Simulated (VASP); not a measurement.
A run of VASP 6.6.1:

File POSCAR:

```
TiC
1.0
    0.0000000000      2.1657188437      2.1657188437
    2.1657188437      0.0000000000      2.1657188437
    2.1657188437      2.1657188437      0.0000000000
Ti C
1 1
Direct
    0.0000000000      0.0000000000      0.0000000000
    0.5000000000      0.5000000000      0.5000000000
```

Contents of INCAR.step1:

```
SYSTEM = TiC
ALGO     = Normal         ! electronic algorithm
EDIFF    = 1E-4           ! SCF threshold, eV
ENCUT    = 520            ! plane-wave cutoff, eV
GGA      = PE             ! functional
ISMEAR   = 0              ! smearing method
LASPH    = .TRUE.         ! aspherical terms in the spheres
LCHARG   = .FALSE.        ! write CHGCAR
LREAL    = .FALSE.        ! projectors in reciprocal space
LWAVE    = .TRUE.         ! write WAVECAR
NBANDS   = 15             ! bands
NELM     = 80             ! most SCF steps
PREC     = Accurate       ! precision mode
SIGMA    = 0.005          ! smearing width, eV
```

File INCAR.step2:

```
SYSTEM = TiC
ALGO     = Normal         ! electronic algorithm
EDIFF    = 1E-6           ! SCF threshold, eV
ENCUT    = 520            ! plane-wave cutoff, eV
ISIF     = 2              ! what is computed and relaxed
ISMEAR   = 0              ! smearing method
ISTART   = 1            
LASPH    = .TRUE.         ! aspherical terms in the spheres
LCHARG   = .FALSE.        ! write CHGCAR
LMIXTAU  = .TRUE.       
LREAL    = .FALSE.        ! projectors in reciprocal space
LWAVE    = .FALSE.        ! write WAVECAR
METAGGA  = R2SCAN         ! meta-GGA
NBANDS   = 15             ! bands
NELM     = 80             ! most SCF steps
PREC     = Accurate       ! precision mode
SIGMA    = 0.005          ! smearing width, eV
```

The input KPOINTS:

```
k-points
0
G
  9 9 9
  0 0 0
```

Potentials or basis: VASP PAW PBE potentials, release 64 (Ti_sv, C).

Command:

```sh
$ cat potpaw_PBE.64/Ti_sv/POTCAR potpaw_PBE.64/C/POTCAR > POTCAR
$ cp INCAR.step1 INCAR
$ mpirun -np 1 vasp_std > vasp.out
$ cp INCAR.step2 INCAR
$ mpirun -np 1 vasp_std > vasp.out
```

Hardware: 1 thread of AMD EPYC 7R43 64-Core Processor (Zen 3) (shared host).

Question: How long does it take, and how much memory?

Answer: It took 64 s on 1 thread of AMD EPYC 7R43 64-Core Processor (Zen 3), with other jobs on the host, peak memory 0.11 GiB. Counts: k points 35.
